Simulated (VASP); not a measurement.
# Tc (P6_3/mmc) in VASP: notebook

Tc is run at these levels: PBEsol, PBE; tasks: single point.

All numbers are computed with VASP 6.6.1; they aren't measurements. Logs are shortened: lines on timing, memory, paths and dates and some standing lists are left out, and cuts for length are marked.

### 1 The cell of the first run

Symmetry: P6_3/mmc, No. 194, hexagonal system. The conventional cell has a = 2.740 Å, b = 2.740 Å, c = 4.398 Å, α = 90.00°, β = 90.00°, γ = 120.00°. Within 3.6 Å of Tc (site symmetry -6m2) lie 12 Tc at 2.71 to 2.74 Å.

### 2 Single point, PBEsol

INCAR reads:

```
SYSTEM = Tc
ALGO = Normal ; EDIFF = 1E-6
ENCUT = 520 ; GGA = PS
ISIF = 2 ; ISMEAR = -1
LASPH = .TRUE. ; LCHARG = .FALSE.
LREAL = .FALSE. ; LWAVE = .FALSE.
NBANDS = 20 ; NELM = 100
PREC = Accurate ; SIGMA = 0.08
```

KPOINTS reads:

```
k-points
0
G
  17 17 9
  0 0 0
```

POSCAR reads:

```
Tc
1.0
    2.7400001704      0.0000000000      0.0000000000
   -1.3700000852      2.3729097540      0.0000000000
    0.0000000000      0.0000000000      4.3980000000
Tc
2
Direct
    0.3333333333      0.6666666667      0.2500000000
    0.6666666667      0.3333333333      0.7500000000
```

Potentials or basis: VASP PAW PBE potentials, release 64 (Tc_pv).

Run with:

```console
$ cat potpaw_PBE.64/Tc_pv/POTCAR > POTCAR
$ mpirun -np 1 vasp_std > vasp.out
```

OUTCAR:

```text
SYSTEM = Tc
   EDIFF = 1E-6
   ENCUT = 520
   GGA = PS
   ISIF = 2
   ISMEAR = -1
   LASPH = .TRUE.
   LREAL = .FALSE.
   NELM = 100
   PREC = Accurate

 ion  position               nearest neighbor table
   1  0.333  0.667  0.250-   2 2.71   2 2.71   2 2.71   2 2.71   2 2.71   2 2.71
   2  0.667  0.333  0.750-   1 2.71   1 2.71   1 2.71   1 2.71   1 2.71   1 2.71

  LATTYP: Found a hexagonal cell.
 ALAT       =     2.7400001704
 C/A-ratio  =     1.6051093892

  Lattice vectors:

 A1 = (   2.7400001704,   0.0000000000,   0.0000000000)
 A2 = (  -1.3700000852,   2.3729097540,   0.0000000000)
 A3 = (   0.0000000000,   0.0000000000,   4.3980000000)

Analysis of symmetry for initial positions (statically):
=====================================================================
 Subroutine PRICEL returns:
 Original cell was already a primitive cell.

 Routine SETGRP: Setting up the symmetry group for a
 hexagonal supercell.

 Subroutine GETGRP returns: Found 24 space group operations
 (whereof 12 operations were pure point group operations)
 out of a pool of 24 trial point group operations.

The static configuration has the point symmetry D_3d.
 The point group associated with its full space group is D_6h.

Analysis of symmetry for dynamics (positions and initial velocities):
=====================================================================
 Subroutine PRICEL returns:
 Original cell was already a primitive cell.

 Routine SETGRP: Setting up the symmetry group for a
 hexagonal supercell.

 Subroutine GETGRP returns: Found 24 space group operations
 (whereof 12 operations were pure point group operations)
 out of a pool of 24 trial point group operations.

The dynamic configuration has the point symmetry D_3d.
 The point group associated with its full space group is D_6h.

 Subroutine INISYM returns: Found 24 space group operations
 (whereof 12 operations are pure point group operations),
 and found     1 'primitive' translations

----------------------------------------------------------------------------------------

                                     Primitive cell

  volume of cell :      28.5948

  direct lattice vectors                    reciprocal lattice vectors
     2.740000170  0.000000000  0.000000000     0.364963481  0.210711764  0.000000000
    -1.370000085  2.372909754  0.000000000     0.000000000  0.421423528  0.000000000
     0.000000000  0.000000000  4.398000000     0.000000000  0.000000000  0.227376080

  length of vectors
     2.740000170  2.740000170  4.398000000     0.421423528  0.421423528  0.227376080

  position of ions in fractional coordinates (direct lattice)
     0.333333333  0.666666667  0.250000000
     0.666666667  0.333333333  0.750000000

  ion indices of the primitive-cell ions
   primitive index   ion index
                 1           1
                 2           2

----------------------------------------------------------------------------------------

 KPOINTS: k-points

Automatic generation of k-mesh.
 Grid dimensions read from file:
 generate k-points for:   17   17    9

 Generating k-lattice:

  Cartesian coordinates                     Fractional coordinates (reciprocal lattice)
     0.021468440  0.012394810  0.000000000     0.058823529  0.000000000  0.000000000
     0.000000000  0.024789619  0.000000000     0.000000000  0.058823529  0.000000000
     0.000000000  0.000000000  0.025264009     0.000000000  0.000000000  0.111111111

  Length of vectors
     0.024789619  0.024789619  0.025264009

  Shift w.r.t. Gamma in fractional coordinates (k-lattice)
     0.000000000  0.000000000  0.000000000

 Subroutine IBZKPT returns following result:
 ===========================================

 Found    165 irreducible k-points:

 Following reciprocal coordinates:
            Coordinates               Weight
  0.000000  0.000000  0.000000      1.000000
  0.058824 -0.000000  0.000000      6.000000
  0.117647  0.000000  0.000000      6.000000
  0.176471 -0.000000  0.000000      6.000000
  0.235294  0.000000  0.000000      6.000000
  0.294118 -0.000000  0.000000      6.000000
[... 16 lines left out ...]
  0.411765  0.117647  0.000000     12.000000
  0.176471  0.176471  0.000000      6.000000
 [... further k-points ...]
   k-points           NKPTS =    165   k-points in BZ     NKDIM =    165   number of bands    NBANDS=     20
   number of dos      NEDOS =    301   number of ions     NIONS =      2
   total plane-waves  NPLWV =  14400
   dimension x,y,z NGX =    20 NGY =   20 NGZ =   36
   dimension x,y,z NGXF=    40 NGYF=   40 NGZF=   72
   ions per type =               2
   NGX,Y,Z   is equivalent  to a cutoff of  12.13, 12.13, 13.61 a.u.
   NGXF,Y,Z  is equivalent  to a cutoff of  24.27, 24.27, 27.22 a.u.
 SYSTEM =  Tc
   PREC   = accura    normal or accurate (medium, high low for compatibility)
   ISTART =      0    job   : 0-new  1-cont  2-samecut
   ICHARG =      2    charge: 1-file 2-atom 10-const
   ISPIN  =      1    spin polarized calculation?
   LNONCOLLINEAR =      F non collinear calculations
   LSORBIT =      F    spin-orbit coupling
   LASPH  =      T    aspherical Exc in radial PAW
   ENCUT  =  520.0 eV  38.22 Ry    6.18 a.u.   5.09  5.09  8.18*2*pi/ulx,y,z
   NELM   =    100;   NELMIN=  2; NELMDL= -5     # of ELM steps
   EDIFF  = 0.1E-05   stopping-criterion for ELM
   LREAL  =      F    real-space projection
   EDIFFG = 0.1E-04   stopping-criterion for IOM
   NSW    =      0    number of steps for IOM
   IBRION =     -1    ionic relax: 0-MD 1-quasi-New 2-CG
   NFREE  =      0    steps in history (QN), initial steepest desc. (CG)
   ISIF   =      2    stress and relaxation
   ISYM   =      2    0-nonsym 1-usesym 2-fastsym
   POTIM  = 0.5000    time-step for ionic-motion
   TEBEG  =    0.0;   TEEND  =   0.0 temperature during run
   PSTRESS=    0.0 pullay stress
   NELECT =      26.0000    total number of electrons
   NUPDOWN=      -1.0000    fix difference up-down
   EMIN   =  10.00;   EMAX   =-10.00  energy-range for DOS
   EFERMI =   0.00;   METHOD = LEGACY
   ISMEAR =    -1;   SIGMA  =   0.08  broadening in eV -4-tet -1-fermi 0-gaus
   EFERMI_NEDOS =   21; number of points for ismear=-14 and -15
   IALGO  =     38    algorithm
   IMIX   =      4    mixing-type and parameters
     AMIX     =   0.40;   BMIX     =  1.00
     AMIX_MAG =   1.60;   BMIX_MAG =  1.00
  volume/ion in A,a.u.               =      14.30        96.48
  Fermi-wavevector in a.u.,A,eV,Ry     =   1.586002  2.997108 34.224106  2.515401
  Thomas-Fermi vector in A             =   2.685380
   LORBIT       =      0    0 simple, 1 ext, 2 COOP (PROOUT), +10 PAW based schemes
   GGA     = PS    functional components
   LHFCALC =     F    Hartree Fock is set to
   AEXX    =    0.0000 exact exchange contribution
   IVDW    =     0    specifies the selected vdW correction
   LEPSILON=     F    determine dielectric tensor
   LRPA    =     F    only Hartree local field effects (RPA)
 non-spin polarized calculation
  energy-cutoff  :      520.00
  volume of cell :       28.59
 maximum number of plane-waves:       784
   NGX = 11   NGY = 11   NGZ = 17

 number of electron      25.9999998 magnetization

 Free energy of the ion-electron system (eV)
  ---------------------------------------------------
  ext. energy  EPLUGINS =         0.00000000
  ---------------------------------------------------
  free energy    TOTEN  =       -22.53971157 eV

  energy without entropy =      -22.49798161  energy(sigma->0) =      -22.51884659

 E-fermi :  12.5142     XC(G=0): -13.9474

 val. band max:       12.5141412413   @ k =   0.4118   0.0588   0.3333
 cond. band min:      12.5180655858   @ k =   0.0588  -0.0000   0.1111
 fundamental gap:      0.0039243446
 Fermi energy:        12.5142430669

 k-point     1 :       0.0000    0.0000    0.0000
  band No.  band energies     occupation
      1     -26.8711      2.00000
      2     -25.7540      2.00000
      3     -25.7540      2.00000
      4     -25.5670      2.00000
      5     -25.5670      2.00000
      6     -25.5298      2.00000
[... 12 lines left out ...]
     19      23.5603      0.00000
     20      26.8186      0.00000

 k-point     2 :       0.0588   -0.0000    0.0000
  band No.  band energies     occupation
      1     -26.8569      2.00000
      2     -25.7865      2.00000
      3     -25.7646      2.00000
      4     -25.6008      2.00000
      5     -25.5715      2.00000
      6     -25.5358      2.00000
[... 12 lines left out ...]
     19      23.5434      0.00000
     20      27.0835      0.00000

 k-point     3 :       0.1176    0.0000    0.0000
  band No.  band energies     occupation
      1     -26.8151      2.00000
      2     -25.8796      2.00000
      3     -25.7944      2.00000
      4     -25.6964      2.00000
      5     -25.5849      2.00000
      6     -25.5538      2.00000
[... 12 lines left out ...]
     19      23.4770      0.00000
     20      27.7850      0.00000

 k-point     4 :       0.1765   -0.0000    0.0000
  band No.  band energies     occupation
      1     -26.7487      2.00000
      2     -26.0205      2.00000
      3     -25.8382      2.00000
      4     -25.8379      2.00000
      5     -25.6062      2.00000
      6     -25.5841      2.00000
[... 12 lines left out ...]
     19      23.3414      0.00000
     20      28.4412      0.00000

 k-point     5 :       0.2353    0.0000    0.0000
  band No.  band energies     occupation
      1     -26.6623      2.00000
      2     -26.1899      2.00000
      3     -26.0033      2.00000
      4     -25.8893      2.00000
      5     -25.6332      2.00000
      6     -25.6267      2.00000
[... 12 lines left out ...]
     19      23.1528      0.00000
     20      27.7259      0.00000

 k-point     6 :       0.2941   -0.0000    0.0000
  band No.  band energies     occupation
      1     -26.5625      2.00000
      2     -26.3643      2.00000
      3     -26.1691      2.00000
      4     -25.9407      2.00000
      5     -25.6809      2.00000
      6     -25.6621      2.00000
[... 12 lines left out ...]
     19      22.9574      0.00000
     20      26.0305      0.00000

 k-point     7 :       0.3529   -0.0000    0.0000
  band No.  band energies     occupation
      1     -26.5201      2.00000
      2     -26.4584      2.00000
      3     -26.3141      2.00000
      4     -25.9859      2.00000
      5     -25.7438      2.00000
      6     -25.6888      2.00000
[... 12 lines left out ...]
     19      23.1077      0.00000
     20      24.3346      0.00000
[... 277 lines left out ...]
 k-point    20 :       0.2353    0.1176    0.0000
  band No.  band energies     occupation
      1     -26.5295      2.00000
      2     -26.3542      2.00000
      3     -26.2355      2.00000
      4     -25.9510      2.00000
      5     -25.7279      2.00000
      6     -25.6998      2.00000
[... 12 lines left out ...]
     19      23.0609      0.00000
     20      25.8908      0.00000

 k-point    21 :       0.2941    0.1176    0.0000
  band No.  band energies     occupation
      1     -26.4979      2.00000
      2     -26.4274      2.00000
      3     -26.3337      2.00000
      4     -26.0227      2.00000
      5     -25.7635      2.00000
      6     -25.7631      2.00000
[... 12 lines left out ...]
     19      23.6790      0.00000
     20      24.1424      0.00000

 k-point    22 :       0.3529    0.1176    0.0000
  band No.  band energies     occupation
      1     -26.6053      2.00000
      2     -26.4063      2.00000
      3     -26.3329      2.00000
      4     -26.0765      2.00000
      5     -25.8289      2.00000
      6     -25.7893      2.00000
[... 12 lines left out ...]
     19      23.8409      0.00000
     20      24.8026      0.00000

 k-point    23 :       0.4118    0.1176    0.0000
  band No.  band energies     occupation
      1     -26.6625      2.00000
      2     -26.4451      2.00000
      3     -26.2691      2.00000
      4     -26.1051      2.00000
      5     -25.8771      2.00000
      6     -25.8033      2.00000
[... 12 lines left out ...]
     19      24.2381      0.00000
     20      24.4374      0.00000

 k-point    24 :       0.1765    0.1765    0.0000
  band No.  band energies     occupation
      1     -26.5388      2.00000
      2     -26.2816      2.00000
      3     -26.2716      2.00000
      4     -25.9316      2.00000
      5     -25.7514      2.00000
      6     -25.6942      2.00000
[... 12 lines left out ...]
     19      23.1188      0.00000
     20      26.5841      0.00000

 [... further k-points ...]
[... 5 lines left out ...]
  --------------------------------------------------------------------------------------
  -------------------------------------------------------------------------------------
  Total       -1.1718558     -1.1718558     -1.4094190     -0.0000000      0.0000000     -0.0000000
  in kB      -65.6595236    -65.6595236    -78.9702776     -0.0000000      0.0000000     -0.0000000
  external PRESSURE =     -70.0964416 kB  Pullay stress =       0.0000000 kB

 VOLUME and BASIS-vectors are now :
 -----------------------------------------------------------------------------
  energy-cutoff  :      520.00
  volume of cell :       28.59
      direct lattice vectors                 reciprocal lattice vectors
     2.740000170  0.000000000  0.000000000     0.364963481  0.210711764  0.000000000
    -1.370000085  2.372909754  0.000000000     0.000000000  0.421423528  0.000000000
     0.000000000  0.000000000  4.398000000     0.000000000  0.000000000  0.227376080

 POSITION                                       TOTAL-FORCE (eV/Angst)
 -----------------------------------------------------------------------------------
     -0.00000      1.58194      1.09950        -0.000000     -0.000000      0.000000
      1.37000      0.79097      3.29850         0.000000      0.000000      0.000000
 -----------------------------------------------------------------------------------
    total drift:                               -0.000000      0.000000     -0.000000

  FREE ENERGIE OF THE ION-ELECTRON SYSTEM (eV)
  ---------------------------------------------------
  free  energy   TOTEN  =       -22.5397115701 eV

  energy  without entropy=      -22.4979816120  energy(sigma->0) =      -22.51884659
```

It took 1.7 min on 1 thread of Intel Xeon 8259CL, shared host; peak memory 0.2 GiB.

What came out:

| Quantity | Value |
| --- | --- |
| Free energy | -22.5397 eV |
| Pressure | -7.0 GPa |
| Band gap on the k mesh | zero (bands 13 and 14 overlap by 3.05 eV) |

Caveat: the cell stands under tension; the PAW data sets were made with another functional, which shifts forces and pressure a little.

### 3 Single point, PBE

INCAR reads:

```
SYSTEM = Tc
  PREC = Accurate
  ENCUT = 520
  EDIFF = 1E-7
  ISMEAR = -1
  SIGMA = 0.08
  LREAL = .FALSE.
  LASPH = .TRUE.
  NELM = 80
  ALGO = Normal
  ISIF = 2
  LWAVE = .FALSE.
  LCHARG = .FALSE.
  GGA = PE
  NBANDS = 20
```

KPOINTS reads:

```
Automatic mesh
0
G
  17 17 9
  0 0 0
```

POSCAR is that of step 2.

Potentials or basis: VASP PAW PBE potentials, release 64 (Tc_pv).

Run with:

```console
$ cat potpaw_PBE.64/Tc_pv/POTCAR > POTCAR
$ mpirun -np 1 vasp_std > vasp.out
```

Run time: 97 s. Hardware: 1 thread of Intel Xeon 8259CL, shared host; peak memory 0.19 GiB.

The run converged. Its results:

```yaml
Free_energy: -20.7201 eV
Pressure: 2.5 GPa
Band_gap_on_the_k_mesh: zero (bands 13 and 14 overlap by 3.04 eV)
```

Stress tensor (GPa, compression positive):
```
2.87 0.00 0.00
0.00 2.87 0.00
0.00 0.00 1.67
```

Levels at points of the mesh, in eV from the Fermi level:
```csv
k point,band 11,band 12,band 13,band 14,band 15,band 16
"(0.00, 0.00, 0.00)",-1.48,-0.83,-0.83,-0.11,-0.11,1.68
```
